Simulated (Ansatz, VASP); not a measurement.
**I in VASP and in Ansatz**

File INCAR:

```
AGGAC = 1.0
AGGAX = 1.0
ALDAC = 0.0
ALDAX = 1.0
ALGO = Normal
EDIFF = 1E-6
EDIFFG = -0.01
ENCUT = 600
GGA = B5
IBRION = 2
ISIF = 3
ISMEAR = -1
LASPH = T
LCHARG = F
LREAL = F
LWAVE = F
NELM = 80
NSW = 80
PREC = Accurate
SIGMA = 0.05
```

KPOINTS

```
k-points
0
Gamma
  5 5 2
```

File POSCAR:

```
I
1.0
    3.5794500000     -2.3457500000      0.0000000000
    3.5794500000      2.3457500000      0.0000000000
    0.0000000000      0.0000000000      9.8014000000
I
4
Direct
    0.8460000000      0.1540000000      0.1174200000
    0.6540000000      0.3460000000      0.6174200000
    0.1540000000      0.8460000000      0.8825800000
    0.3460000000      0.6540000000      0.3825800000
```

Input for Ansatz:

```yaml
crystal:
  lattice:
    - [3.57945, -2.34575, 0.0]
    - [3.57945, 2.34575, 0.0]
    - [0.0, 0.0, 9.8014]
  atoms:
    - { symbol: I, position: [0.846, 0.154, 0.11742] }
    - { symbol: I, position: [0.654, 0.346, 0.61742] }
    - { symbol: I, position: [0.154, 0.846, 0.88258] }
    - { symbol: I, position: [0.346, 0.654, 0.38258] }
hamiltonian:
  xc: blyp
  pseudopotentials:
    kind: paw
    azcp:
      I: "pseudopotentials/I.paw.azcp"
basis:
  ecutwfc: 420
  fft_grid_basis: typed
kpoints:
  mp_grid: { grid: [5, 5, 2], shift: [0, 0, 0] }
magnetization:
  spin_polarized: false
scf:
  occupations: { method: fermi_dirac, width: 0.05 }
relax:
  max_steps: 60
  f_tol: 0.01
  cell: {}
```

Alike in both runs: task relaxation of cell and atoms; functional BLYP; k mesh 5 × 5 × 2; occupations fermi-dirac, width 0.05 eV; no spin polarisation.

```csv
,VASP,Ansatz
version,VASP 6.6.1,Ansatz 0.2.0
potentials or method,"VASP PAW PBE potentials, release 64 (I), cutoff 600 eV","plane waves (420 eV) with PAW, scalar-relativistic"
valence electrons in the cell,28,68
```

```tsv
	VASP	Ansatz	Ansatz less VASP
relaxed volume (Å³/atom)	76.95	80.89	+3.939
relaxed length of the cell vector where the two differ most in proportion (Å)	6.630	6.944	+0.3138
```

VASP's potentials were made for PBE, not for BLYP. One of these differences is far larger than is usual between the two programs; its cause wasn't traced. VASP's potentials hold 28 valence electrons a cell and Ansatz's 68, so a difference there can come from the potentials and not from the codes.

Spin-orbit coupling is off throughout. Noted on VASP's run: the volume moved by over 15 % at a fixed basis, so the end points are rough.
